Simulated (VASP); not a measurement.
# MgO (Periclase) (Fm-3m) in VASP: single point with PBEsol

Aim: the single point of MgO (Periclase) with PBEsol.

Everything below comes from runs of VASP 6.6.1. Logs are shortened: lines on timing, memory, paths and dates and some standing lists are left out, and cuts for length are marked.

### 1 The cell of the first run

The structure is cubic, space group Fm-3m (No. 225). Conventional cell: a = 4.217 Å, b = 4.217 Å, c = 4.217 Å, α = 90.00°, β = 90.00°, γ = 90.00°. Within 2.8 Å of Mg (site symmetry m-3m) lie 6 O at 2.11 Å. Within 2.8 Å of O (site symmetry m-3m) lie 6 Mg at 2.11 Å.

### 2 Single point, PBEsol

Input file INCAR:

```
SYSTEM = MgO
PREC = Accurate ; ENCUT = 520
EDIFF = 1E-6 ; ISMEAR = 0
SIGMA = 0.01 ; LREAL = .False.
LASPH = .True. ; NELM = 100
ALGO = Normal ; ISIF = 2
LWAVE = .False. ; LCHARG = .True.
GGA = PS ; LELF = .True.
LVHAR = .True. ; NBANDS = 11
```

Input file KPOINTS:

```
regular mesh
0
Gamma
  4 4 4
  0 0 0
```

Input file POSCAR:

```
MgO
1.0
    0.0000000000      2.1085000000      2.1085000000
    2.1085000000      0.0000000000      2.1085000000
    2.1085000000      2.1085000000      0.0000000000
Mg O
1 1
Direct
    0.0000000000      0.0000000000      0.0000000000
    0.5000000000      0.5000000000      0.5000000000
```

Potentials or basis: VASP PAW PBE potentials, release 64 (Mg, O).

On the command line:

```sh
> cat potpaw_PBE.64/Mg/POTCAR potpaw_PBE.64/O/POTCAR > POTCAR
> mpirun -np 1 vasp_std > vasp.out
```

OUTCAR:

```text
SYSTEM = MgO
   PREC = Accurate
   ENCUT = 520
   EDIFF = 1E-6
   ISMEAR = 0
   LREAL = .False.
   LASPH = .True.
   NELM = 100
   ISIF = 2
   GGA = PS

 ion  position               nearest neighbor table
   1  0.000  0.000  0.000-   2 2.11   2 2.11   2 2.11   2 2.11   2 2.11   2 2.11
   2  0.500  0.500  0.500-   1 2.11   1 2.11   1 2.11   1 2.11   1 2.11   1 2.11

  LATTYP: Found a face centered cubic cell.
 ALAT       =     4.2170000000

  Lattice vectors:

 A1 = (   0.0000000000,   2.1085000000,   2.1085000000)
 A2 = (   2.1085000000,   0.0000000000,   2.1085000000)
 A3 = (   2.1085000000,   2.1085000000,   0.0000000000)

Analysis of symmetry for initial positions (statically):
=====================================================================
 Subroutine PRICEL returns:
 Original cell was already a primitive cell.

 Routine SETGRP: Setting up the symmetry group for a
 face centered cubic supercell.

 Subroutine GETGRP returns: Found 48 space group operations
 (whereof 48 operations were pure point group operations)
 out of a pool of 48 trial point group operations.

The static configuration has the point symmetry O_h .

Analysis of symmetry for dynamics (positions and initial velocities):
=====================================================================
 Subroutine PRICEL returns:
 Original cell was already a primitive cell.

 Routine SETGRP: Setting up the symmetry group for a
 face centered cubic supercell.

 Subroutine GETGRP returns: Found 48 space group operations
 (whereof 48 operations were pure point group operations)
 out of a pool of 48 trial point group operations.

The dynamic configuration has the point symmetry O_h .

 Subroutine INISYM returns: Found 48 space group operations
 (whereof 48 operations are pure point group operations),
 and found     1 'primitive' translations

----------------------------------------------------------------------------------------

                                     Primitive cell

  volume of cell :      18.7478

  direct lattice vectors                    reciprocal lattice vectors
     0.000000000  2.108500000  2.108500000    -0.237135404  0.237135404  0.237135404
     2.108500000  0.000000000  2.108500000     0.237135404 -0.237135404  0.237135404
     2.108500000  2.108500000  0.000000000     0.237135404  0.237135404 -0.237135404

  length of vectors
     2.981869296  2.981869296  2.981869296     0.410730569  0.410730569  0.410730569

  position of ions in fractional coordinates (direct lattice)
     0.000000000  0.000000000  0.000000000
     0.500000000  0.500000000  0.500000000

  ion indices of the primitive-cell ions
   primitive index   ion index
                 1           1
                 2           2

----------------------------------------------------------------------------------------

 KPOINTS: regular mesh

Automatic generation of k-mesh.
 Grid dimensions read from file:
 generate k-points for:    4    4    4

 Generating k-lattice:

  Cartesian coordinates                     Fractional coordinates (reciprocal lattice)
    -0.059283851  0.059283851  0.059283851     0.250000000  0.000000000  0.000000000
     0.059283851 -0.059283851  0.059283851     0.000000000  0.250000000  0.000000000
     0.059283851  0.059283851 -0.059283851     0.000000000  0.000000000  0.250000000

  Length of vectors
     0.102682642  0.102682642  0.102682642

  Shift w.r.t. Gamma in fractional coordinates (k-lattice)
     0.000000000  0.000000000  0.000000000

 Subroutine IBZKPT returns following result:
 ===========================================

 Found      8 irreducible k-points:

 Following reciprocal coordinates:
            Coordinates               Weight
  0.000000  0.000000  0.000000      1.000000
  0.250000  0.000000  0.000000      8.000000
  0.500000  0.000000  0.000000      4.000000
  0.250000  0.250000  0.000000      6.000000
  0.500000  0.250000  0.000000     24.000000
 -0.250000  0.250000  0.000000     12.000000
  0.500000  0.500000  0.000000      3.000000
 -0.250000  0.500000  0.250000      6.000000
   k-points           NKPTS =      8   k-points in BZ     NKDIM =      8   number of bands    NBANDS=     11
   number of dos      NEDOS =    301   number of ions     NIONS =      2
   total plane-waves  NPLWV =  13824
   dimension x,y,z NGX =    24 NGY =   24 NGZ =   24
   dimension x,y,z NGXF=    48 NGYF=   48 NGZF=   48
   ions per type =               1   1
   NGX,Y,Z   is equivalent  to a cutoff of  13.38, 13.38, 13.38 a.u.
   NGXF,Y,Z  is equivalent  to a cutoff of  26.76, 26.76, 26.76 a.u.
 SYSTEM =  MgO
   PREC   = accura    normal or accurate (medium, high low for compatibility)
   ISTART =      0    job   : 0-new  1-cont  2-samecut
   ICHARG =      2    charge: 1-file 2-atom 10-const
   ISPIN  =      1    spin polarized calculation?
   LNONCOLLINEAR =      F non collinear calculations
   LSORBIT =      F    spin-orbit coupling
   LASPH  =      T    aspherical Exc in radial PAW
   ENCUT  =  520.0 eV  38.22 Ry    6.18 a.u.   5.54  5.54  5.54*2*pi/ulx,y,z
   NELM   =    100;   NELMIN=  2; NELMDL= -5     # of ELM steps
   EDIFF  = 0.1E-05   stopping-criterion for ELM
   LREAL  =      F    real-space projection
   EDIFFG = 0.1E-04   stopping-criterion for IOM
   NSW    =      0    number of steps for IOM
   IBRION =     -1    ionic relax: 0-MD 1-quasi-New 2-CG
   NFREE  =      0    steps in history (QN), initial steepest desc. (CG)
   ISIF   =      2    stress and relaxation
   ISYM   =      2    0-nonsym 1-usesym 2-fastsym
   POTIM  = 0.5000    time-step for ionic-motion
   TEBEG  =    0.0;   TEEND  =   0.0 temperature during run
   PSTRESS=    0.0 pullay stress
   NELECT =       8.0000    total number of electrons
   NUPDOWN=      -1.0000    fix difference up-down
   EMIN   =  10.00;   EMAX   =-10.00  energy-range for DOS
   EFERMI =   0.00;   METHOD = LEGACY
   ISMEAR =     0;   SIGMA  =   0.01  broadening in eV -4-tet -1-fermi 0-gaus
   EFERMI_NEDOS =   21; number of points for ismear=-14 and -15
   IALGO  =     38    algorithm
   IMIX   =      4    mixing-type and parameters
     AMIX     =   0.40;   BMIX     =  1.00
     AMIX_MAG =   1.60;   BMIX_MAG =  1.00
  volume/ion in A,a.u.               =       9.37        63.26
  Fermi-wavevector in a.u.,A,eV,Ry     =   1.232503  2.329092 20.668107  1.519063
  Thomas-Fermi vector in A             =   2.367270
   LORBIT       =      0    0 simple, 1 ext, 2 COOP (PROOUT), +10 PAW based schemes
   GGA     = PS    functional components
   LHFCALC =     F    Hartree Fock is set to
   AEXX    =    0.0000 exact exchange contribution
   IVDW    =     0    specifies the selected vdW correction
   LEPSILON=     F    determine dielectric tensor
   LRPA    =     F    only Hartree local field effects (RPA)
 non-spin polarized calculation
 Gauss-broadening in eV      SIGMA  =   0.01
  energy-cutoff  :      520.00
  volume of cell :       18.75
 maximum number of plane-waves:       531
 NGX is ok and might be reduce to    24
   NGX = 11   NGY = 11   NGZ = 11

 number of electron       8.0000005 magnetization

 Free energy of the ion-electron system (eV)
  ---------------------------------------------------
  ext. energy  EPLUGINS =         0.00000000
  ---------------------------------------------------
  free energy    TOTEN  =       -12.49877336 eV

  energy without entropy =      -12.49877336  energy(sigma->0) =      -12.49877336

 E-fermi :   3.1759     XC(G=0): -11.2906

 val. band max:        3.0570643508   @ k =   0.0000   0.0000   0.0000
 cond. band min:       7.6482510438   @ k =   0.0000   0.0000   0.0000
 fundamental gap:      4.5911866929
 Fermi energy:         3.1758931809

 k-point     1 :       0.0000    0.0000    0.0000
  band No.  band energies     occupation
      1     -14.1329      2.00000
      2       3.0571      2.00000
      3       3.0571      2.00000
      4       3.0571      2.00000
      5       7.6483      0.00000
      6      18.6553      0.00000
      7      18.6553      0.00000
      8      18.6553      0.00000
      9      22.4895      0.00000
     10      24.3680      0.00000
     11      24.3680      0.00000

 k-point     2 :       0.2500    0.0000    0.0000
  band No.  band energies     occupation
      1     -13.5362      2.00000
      2       0.3633      2.00000
      3       2.7125      2.00000
      4       2.7125      2.00000
      5      10.0056      0.00000
      6      15.4375      0.00000
      7      19.5152      0.00000
      8      19.5152      0.00000
      9      22.9989      0.00000
     10      22.9989      0.00000
     11      24.8467      0.00000

 k-point     3 :       0.5000    0.0000    0.0000
  band No.  band energies     occupation
      1     -12.8255      2.00000
      2      -1.6144      2.00000
      3       2.3969      2.00000
      4       2.3969      2.00000
      5      10.7678      0.00000
      6      15.5175      0.00000
      7      19.1832      0.00000
      8      19.1832      0.00000
      9      23.7542      0.00000
     10      25.3377      0.00000
     11      25.3377      0.00000

 k-point     4 :       0.2500    0.2500    0.0000
  band No.  band energies     occupation
      1     -13.3704      2.00000
      2       0.3896      2.00000
      3       2.3108      2.00000
      4       2.3108      2.00000
      5      11.0015      0.00000
      6      14.0033      0.00000
      7      18.3730      0.00000
      8      20.3290      0.00000
      9      20.3290      0.00000
     10      26.2477      0.00000
     11      30.1446      0.00000

 k-point     5 :       0.5000    0.2500    0.0000
  band No.  band energies     occupation
      1     -12.7042      2.00000
      2      -0.8074      2.00000
      3       1.1130      2.00000
      4       2.0272      2.00000
      5      12.5756      0.00000
      6      14.4715      0.00000
      7      16.1830      0.00000
      8      20.5205      0.00000
      9      21.6551      0.00000
     10      27.3311      0.00000
     11      29.6033      0.00000

 k-point     6 :      -0.2500    0.2500    0.0000
  band No.  band energies     occupation
      1     -12.9000      2.00000
      2      -0.4828      2.00000
      3       1.0281      2.00000
      4       2.3972      2.00000
      5      12.3841      0.00000
      6      14.6600      0.00000
      7      16.9262      0.00000
      8      20.3981      0.00000
      9      22.8257      0.00000
     10      23.8243      0.00000
     11      28.5794      0.00000

 k-point     7 :       0.5000    0.5000    0.0000
  band No.  band energies     occupation
      1     -12.5612      2.00000
      2      -1.0804      2.00000
      3       1.6933      2.00000
      4       1.6933      2.00000
      5      11.9606      0.00000
      6      12.8815      0.00000
      7      15.9883      0.00000
      8      21.8375      0.00000
      9      21.8375      0.00000
     10      28.2112      0.00000
     11      29.7485      0.00000

 k-point     8 :      -0.2500    0.5000    0.2500
  band No.  band energies     occupation
      1     -12.5079      2.00000
      2       0.0594      2.00000
      3       0.0594      2.00000
      4       1.2659      2.00000
      5      14.5244      0.00000
      6      14.5244      0.00000
      7      15.0901      0.00000
      8      18.3882      0.00000
      9      24.7976      0.00000
     10      24.7976      0.00000
     11      29.2295      0.00000

------------------------ aborting loop because EDIFF is reached ----------------------------------------

  FORCE on cell =-STRESS in cart. coord.  units (eV):
  Direction    XX          YY          ZZ          XY          YZ          ZX
  --------------------------------------------------------------------------------------
  -------------------------------------------------------------------------------------
  Total       -0.0946271     -0.0946271     -0.0946271      0.0000000      0.0000000     -0.0000000
  in kB       -8.0867778     -8.0867778     -8.0867778      0.0000000      0.0000000     -0.0000000
  external PRESSURE =      -8.0867778 kB  Pullay stress =       0.0000000 kB

 VOLUME and BASIS-vectors are now :
 -----------------------------------------------------------------------------
  energy-cutoff  :      520.00
  volume of cell :       18.75
      direct lattice vectors                 reciprocal lattice vectors
     0.000000000  2.108500000  2.108500000    -0.237135404  0.237135404  0.237135404
     2.108500000  0.000000000  2.108500000     0.237135404 -0.237135404  0.237135404
     2.108500000  2.108500000  0.000000000     0.237135404  0.237135404 -0.237135404

 POSITION                                       TOTAL-FORCE (eV/Angst)
 -----------------------------------------------------------------------------------
      0.00000      0.00000      0.00000         0.000000     -0.000000     -0.000000
      2.10850      2.10850      2.10850        -0.000000      0.000000      0.000000
 -----------------------------------------------------------------------------------
    total drift:                               -0.000000     -0.000000      0.000000

  FREE ENERGIE OF THE ION-ELECTRON SYSTEM (eV)
  ---------------------------------------------------
  free  energy   TOTEN  =       -12.4987733604 eV

  energy  without entropy=      -12.4987733604  energy(sigma->0) =      -12.49877336
```

Wall time 2.6 s (1 thread of Intel Xeon 6975P-C (Granite Rapids), shared host); peak memory 0.13 GiB.

Results:

```
Free energy            : -12.4988 eV
Pressure               : -0.8 GPa
Band gap on the k mesh : 4.59 eV, direct
```

Caveat: the k points lie up to 0.65 Å⁻¹ apart; the PAW data sets were made with another functional, which shifts forces and pressure a little.
